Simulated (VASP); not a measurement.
Here is a VASP 6.6.1 calculation.

Contents of INCAR:

```
ALGO     = Normal         # electronic algorithm
EDIFF    = 1E-7           # SCF threshold, eV
ENCUT    = 520            # plane-wave cutoff, eV
GGA      = PS             # functional
ISIF     = 2              # what is computed and relaxed
ISMEAR   = -1             # smearing method
LASPH    = T              # aspherical terms in the spheres
LCHARG   = F              # write CHGCAR
LREAL    = F              # projectors in reciprocal space
LWAVE    = F              # write WAVECAR
NBANDS   = 36             # bands
NELM     = 60             # most SCF steps
PREC     = Accurate       # precision mode
SIGMA    = 0.03           # smearing width, eV
```

The input KPOINTS:

```
k-points
0
Gamma
  6 6 6
```

POSCAR

```
SnAu2O3
1.0
    2.7026989481     -3.0977924244      0.0000000000
    2.7026989481      3.0977924244      0.0000000000
    0.0000000000      0.0000000000      5.6930304431
Sn Au O
1 2 3
Direct
    0.0000000000      0.0000000000      0.0000000000
    0.5000000000      0.0000000000      0.5000000000
    0.0000000000      0.5000000000      0.5000000000
    0.6970563727      0.3029436273      0.0000000000
    0.3029436273      0.6970563727      0.0000000000
    0.5000000000      0.5000000000      0.5000000000
```

Potentials or basis: VASP PAW PBE potentials, release 64 (Sn_d, Au, O).

Run with:

```sh
$ cat potpaw_PBE.64/Sn_d/POTCAR potpaw_PBE.64/Au/POTCAR potpaw_PBE.64/O/POTCAR > POTCAR
$ mpirun -np 1 vasp_std > vasp.out
```

Task: Predict the largest force.

Result: 0.092 eV/Å.

Task: What does it give for the band gap on the k mesh?

Result: Zero (bands 27 and 28 overlap by 0.96 eV).

Task: What does it give for the pressure?

Result: 0.1 GPa.

Forces in eV/Å, atoms in the order of the input:
```
Sn   0.000  0.000  0.000
Au   0.000  0.000  0.000
Au   0.000  0.000  0.000
O    0.000  0.092  0.000
O    0.000 -0.092  0.000
O    0.000  0.000  0.000
```

Caveat: the PAW data sets were made with another functional, which shifts forces and pressure a little; spin-orbit coupling is left out, which moves the levels of the heavy elements.
